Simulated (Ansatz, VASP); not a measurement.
**BaTiO3: VASP beside Ansatz**

```
Ba Ti O
1.0
     3.86914    0.00000    0.00000
     0.00000    3.86914    0.00000
     0.00000    0.00000    4.25606
Ba Ti O
1 1 3
Direct
  0.50000 0.50000 0.50000
  0.00000 0.00000 0.00000
  0.50000 0.00000 0.00000
  0.00000 0.50000 0.00000
  0.00000 0.00000 0.50000
```

Alike in both runs: task single point; functional r2SCAN; k mesh 8 × 8 × 8; occupations gaussian, width 0.05 eV; no spin polarisation.

|  | VASP | Ansatz |
| --- | --- | --- |
| version | VASP 6.6.1 | Ansatz 0.2.0 |
| potentials or method | VASP PAW PBE potentials, release 64 (Ba_sv, Ti_sv, O), cutoff 520 eV | scalar-relativistic, plane waves, PAW |
| valence electrons in the cell | 40 | 40 |

```csv
,VASP,Ansatz,Ansatz less VASP
gap on the k mesh at the Fermi level (eV),1.97,1.99,+0.014
least direct gap on the mesh (eV),2.20,2.19,-0.005
pressure (GPa),4.3,2.3,-2.03
"traceless stress, the component that is largest in VASP (GPa)",-12.31,-11.80,+0.514
```

VASP's potentials were made for PBE, not for r2SCAN.

Spin-orbit coupling is off throughout.
